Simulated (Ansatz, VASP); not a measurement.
Two plane-wave programs on ReS

POSCAR

```
ReS
1.0
    0.0000000000      2.6046948912      2.6046948912
    2.6046948912      0.0000000000      2.6046948912
    2.6046948912      2.6046948912      0.0000000000
Re S
1 1
Direct
    0.0000000000      0.0000000000      0.0000000000
    0.2500000000      0.2500000000      0.2500000000
```

File INCAR.step1:

```
  PREC = Accurate
  ENCUT = 610
  ISMEAR = 0
  SIGMA = 0.05
  LREAL = False
  LASPH = True
  NELM = 120
  NBANDS = 18
  GGA = PE
  ALGO = Normal
  EDIFF = 1E-5
  LWAVE = True
  LCHARG = False
  GGA_COMPAT = False
```

Contents of INCAR.step2:

```
  PREC = Accurate
  ENCUT = 610
  EDIFF = 1E-6
  ISMEAR = 0
  SIGMA = 0.05
  LREAL = False
  LASPH = True
  NELM = 120
  ALGO = Normal
  ISIF = 2
  LWAVE = False
  LCHARG = False
  METAGGA = R2SCAN
  LMIXTAU = True
  NBANDS = 18
  ISTART = 1
  GGA_COMPAT = False
```

The input KPOINTS:

```
regular mesh
0
Gamma
  12 12 12
```

Input for Ansatz:

```yaml
crystal:
  lattice:
    - [0.0, 2.6046948912, 2.6046948912]
    - [2.6046948912, 0.0, 2.6046948912]
    - [2.6046948912, 2.6046948912, 0.0]
  atoms:
    - { symbol: Re, position: [0.0, 0.0, 0.0] }
    - { symbol: S, position: [0.25, 0.25, 0.25] }
basis:
  ecutwfc: 500
  ecutrho_ratio: 4
kpoints:
  mp_grid: { grid: [12, 12, 12] }
hamiltonian:
  xc: r2scan
scf:
  occupations: { method: gaussian, width: 0.05 }
output:
  forces: true
  stress: true
  eigenvalues: true
```

Alike in both runs: task single point; functional r2SCAN; k mesh 12 × 12 × 12; occupations gaussian, width 0.05 eV; no spin polarisation.

```csv
,VASP,Ansatz
version,VASP 6.6.1,Ansatz 0.2.0
potentials or method,"VASP PAW PBE potentials, release 64 (Re_sv_GW, S), cutoff 610 eV","scalar-relativistic, plane waves, PAW"
valence electrons in the cell,21,21
```

```tsv
	VASP	Ansatz	Ansatz less VASP
gap on the k mesh at the Fermi level (eV)	none	none	-
pressure (GPa)	-0.5	0.0	+0.47
```

VASP's potentials were made for PBE, not for r2SCAN. A gap of «none» marks a metal or a gap that the smearing closes.

Neither program's run includes spin-orbit coupling.
